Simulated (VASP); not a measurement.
NbAs, 4 atoms in the cell. It takes space group I4_1md (No. 109, tetragonal). Conventional cell: a = 3.452 Å, b = 3.452 Å, c = 11.680 Å, α = 90.00°, β = 90.00°, γ = 90.00°. Within 3.5 Å of Nb (site symmetry 2mm) lie 6 As at 2.60 to 2.63 Å and 8 Nb at 3.39 to 3.45 Å. As (site symmetry 2mm) has 6 Nb at 2.60 to 2.63 Å and 8 As at 3.39 to 3.45 Å within 3.5 Å. 

| Item | Value |
| --- | --- |
| Program | VASP 6.6.1 |
| Task | single point |
| Functional | PBE |
| Potentials or basis | VASP PAW PBE potentials, release 64 (Nb_sv, As_d) |
| Cutoff | 520 eV |
| k mesh | 2 × 2 × 2 |
| Occupations | gaussian, width 0.1 eV |
| Spin | no spin polarisation |
| Dipole correction | no |
| Further INCAR settings | ALGO = Normal; EDIFF = 1e-06; NBANDS = 36 |

Potentials or basis: VASP PAW PBE potentials, release 64 (Nb_sv, As_d).

Run with:

```sh
$ cat potpaw_PBE.64/Nb_sv/POTCAR potpaw_PBE.64/As_d/POTCAR > POTCAR
$ mpirun -np 1 vasp_std > vasp.out
```

Hardware: 1 thread of Intel(R) Xeon(R) Platinum 8259CL CPU @ 2.50GHz (Skylake/Cascade Lake) (shared host).

Q: Estimate the wall time of this run.

A: Run time: 28 s on 1 thread of Intel(R) Xeon(R) Platinum 8259CL CPU @ 2.50GHz (Skylake/Cascade Lake) (shared host), peak memory 0.3 GiB. Counts: scf iterations 13, k points 4.
